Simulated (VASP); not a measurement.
Wanted: the native input for a VASP 6.6.1 run.

- Task: single point
- Functional: PBE
- Potentials or basis: VASP PAW PBE potentials, release 64 (Au)
- Cutoff: 520 eV
- k mesh: 20 × 20 × 20
- Occupations: gaussian, width 0.15 eV
- Spin: no spin polarisation
- Dipole correction: no
- Further INCAR settings: ALGO = Normal; EDIFF = 1e-07; NBANDS = 12

The structure of Au lies in POSCAR:

```
Au
1.0
    0.0000000000      1.8818600000      2.0455000000
    1.8818600000      0.0000000000      2.0455000000
    1.8818600000      1.8818600000      0.0000000000
Au
1
Direct
    0.0000000000      0.0000000000      0.0000000000
```

This cell differs from its parent crystal: strain -0.080 along x and y, +0.000 along z.

These files were run (other wordings do the same):

INCAR

```
PREC = Accurate ; ENCUT = 520
EDIFF = 1E-7 ; ISMEAR = 0
SIGMA = 0.15 ; LREAL = False
LASPH = True ; NELM = 80
ALGO = Normal ; ISIF = 2
LWAVE = False ; LCHARG = False
GGA = PE ; NBANDS = 12
```

KPOINTS

```
regular mesh
0
Gamma
  20 20 20
```

Potentials or basis: VASP PAW PBE potentials, release 64 (Au).

The run is started by

```sh
$ cat potpaw_PBE.64/Au/POTCAR > POTCAR
$ mpirun -np 1 vasp_std > vasp.out
```

Results of the run:

- Pressure: 56.4 GPa
- Band gap on the k mesh: zero (an odd number of electrons rules out a gap without spin polarisation)

Caveat: the cell differs from its parent crystal (strain -0.080 along x and y, +0.000 along z); the cell stands under pressure; spin-orbit coupling is left out, which moves the levels of the heavy elements.

Wall time 77 s on 1 thread of Intel(R) Xeon(R) Platinum 8488C (Sapphire Rapids), with other jobs on the host, peak memory 0.23 GiB.
